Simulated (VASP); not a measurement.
A run of VASP 6.6.1:

Contents of INCAR:

```
PREC     = Accurate       # precision mode
ENCUT    = 520            # plane-wave cutoff, eV
EDIFF    = 1E-7           # SCF threshold, eV
ISMEAR   = 0              # smearing method
SIGMA    = 0.1            # smearing width, eV
LREAL    = F              # projectors in reciprocal space
LASPH    = T              # aspherical terms in the spheres
NELM     = 150            # most SCF steps
ALGO     = Normal         # electronic algorithm
ISIF     = 2              # what is computed and relaxed
LWAVE    = F              # write WAVECAR
LCHARG   = F              # write CHGCAR
ISPIN    = 2              # spin polarisation
MAGMOM   = 2              # initial moments
LORBIT   = 11             # projections on sites
LMAXMIX  = 4              # l up to which the mixer works
GGA      = PE             # functional
NBANDS   = 15             # bands
```

KPOINTS

```
regular mesh
0
Gamma
  8 8 8
```

Contents of POSCAR:

```
Ni
1.0
    0.0000000000      1.7375729330      1.7375729330
    1.7375729330      0.0000000000      1.7375729330
    1.7375729330      1.7375729330      0.0000000000
Ni
1
Direct
    0.0000000000      0.0000000000      0.0000000000
```

Potentials or basis: VASP PAW PBE potentials, release 64 (Ni).

Run with:

```bash
$ cat potpaw_PBE.64/Ni/POTCAR > POTCAR
$ mpirun -np 1 vasp_std > vasp.out
```

Hardware: 1 thread of AMD EPYC 7R13, with other jobs on the host.

Problem. How long does it take, and how much memory?

Solution. Wall time 23 s on 1 thread of AMD EPYC 7R13, with other jobs on the host, peak memory 0.09 GiB. Counts: scf iterations 14, k points 29.
